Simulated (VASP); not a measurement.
A run of VASP 6.6.1:

File POSCAR:

```
ZrZn
1.0
    3.3891150600      0.0000000000      0.0000000000
    0.0000000000      3.3891150600      0.0000000000
    0.0000000000      0.0000000000      3.3891150600
Zr Zn
1 1
Direct
    0.5000000000      0.5000000000      0.5000000000
    0.0000000000      0.0000000000      0.0000000000
```

INCAR.step1

```
SYSTEM = ZrZn
  PREC = Accurate
  ENCUT = 520
  ISMEAR = -1
  SIGMA = 0.1
  LREAL = .False.
  LASPH = .True.
  NELM = 100
  GGA = PE
  ALGO = Normal
  EDIFF = 1E-4
  LWAVE = .True.
  LCHARG = .False.
```

The input INCAR.step2:

```
SYSTEM = ZrZn
  PREC = Accurate
  ENCUT = 520
  EDIFF = 1E-6
  ISMEAR = -1
  SIGMA = 0.1
  LREAL = .False.
  LASPH = .True.
  NELM = 100
  ALGO = Normal
  ISIF = 2
  LWAVE = .False.
  LCHARG = .False.
  METAGGA = R2SCAN
  LMIXTAU = .True.
  IBRION = 2
  NSW = 50
  EDIFFG = -0.01
  ISTART = 1
```

KPOINTS

```
Automatic mesh
0
Gamma
  10 10 10
  0 0 0
```

Potentials or basis: VASP PAW PBE potentials, release 64 (Zr_sv, Zn).

The run is started by

```sh
$ cat potpaw_PBE.64/Zr_sv/POTCAR potpaw_PBE.64/Zn/POTCAR > POTCAR
$ cp INCAR.step1 INCAR
$ mpirun -np 1 vasp_std > vasp.out
$ cp INCAR.step2 INCAR
$ mpirun -np 1 vasp_std > vasp.out
```

Hardware: 1 thread of Intel(R) Xeon(R) Platinum 8259CL CPU @ 2.50GHz (Skylake/Cascade Lake) (shared host).

How long does it take, and how much memory?

Run time: 2.5 min on 1 thread of Intel(R) Xeon(R) Platinum 8259CL CPU @ 2.50GHz (Skylake/Cascade Lake), with other jobs on the host, peak memory 0.19 GiB. Counts: k points 56, ion steps 1.
